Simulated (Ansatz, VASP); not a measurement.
**Two plane-wave programs on KBr**

File POSCAR:

```
KBr
1.0
    0.0000000000      3.2925000000      3.2431125000
    3.2925000000      0.0000000000      3.2431125000
    3.2925000000      3.2925000000      0.0000000000
K Br
1 1
Direct
    0.0000000000      0.0000000000      0.0000000000
    0.5000000000      0.5000000000      0.5000000000
```

The input INCAR.step1:

```
SYSTEM = KBr
  ALGO = Normal
  EDIFF = 1E-4
  ENCUT = 520
  GGA = PE
  ISMEAR = 0
  LASPH = .TRUE.
  LCHARG = .FALSE.
  LREAL = .FALSE.
  LWAVE = .TRUE.
  NBANDS = 15
  NELM = 60
  PREC = Accurate
  SIGMA = 0.05
```

Contents of INCAR.step2:

```
SYSTEM = KBr
  ALGO = Normal
  EDIFF = 1E-6
  ENCUT = 520
  ISIF = 2
  ISMEAR = 0
  ISTART = 1
  LASPH = .TRUE.
  LCHARG = .TRUE.
  LELF = .TRUE.
  LMIXTAU = .TRUE.
  LREAL = .FALSE.
  LVHAR = .TRUE.
  LWAVE = .FALSE.
  METAGGA = R2SCAN
  NBANDS = 15
  NELM = 60
  PREC = Accurate
  SIGMA = 0.05
```

The input KPOINTS:

```
k-points
0
G
  6 6 6
  0 0 0
```

Input for Ansatz:

```yaml
crystal:
  lattice:
    - [0.0, 3.2925, 3.2431125]
    - [3.2925, 0.0, 3.2431125]
    - [3.2925, 3.2925, 0.0]
  atoms:
    - { symbol: K, position: [0.0, 0.0, 0.0] }
    - { symbol: Br, position: [0.5, 0.5, 0.5] }
basis:
  ecutwfc: 500
kpoints:
  mp_grid: { grid: [6, 6, 6] }
hamiltonian:
  xc: r2scan
scf:
  occupations: { method: gaussian, width: 0.05 }
output:
  forces: true
  stress: true
  eigenvalues: true
```

Change from the starting cell: strain +0.000 along x and y, -0.015 along z, atoms carried along.

Alike in both runs: task single point; functional r2SCAN; k mesh 6 × 6 × 6; occupations gaussian, width 0.05 eV; no spin polarisation.

|  | VASP | Ansatz |
| --- | --- | --- |
| version | VASP 6.6.1 | Ansatz 0.2.0 |
| potentials or method | VASP PAW PBE potentials, release 64 (K_sv, Br), cutoff 520 eV | scalar-relativistic, plane waves, PAW |
| valence electrons in the cell | 16 | 16 |

```tsv
	VASP	Ansatz	Ansatz less VASP
gap on the k mesh at the Fermi level (eV)	5.14	5.13	-0.003
least direct gap on the mesh (eV)	5.14	5.13	-0.003
pressure (GPa)	0.5	0.5	0.00
traceless stress, the component that is largest in VASP (GPa)	0.41	0.40	-0.005
```

VASP's potentials were made for PBE, not for r2SCAN. The functional is the same, so the differences come from potentials, cutoffs and numerics.
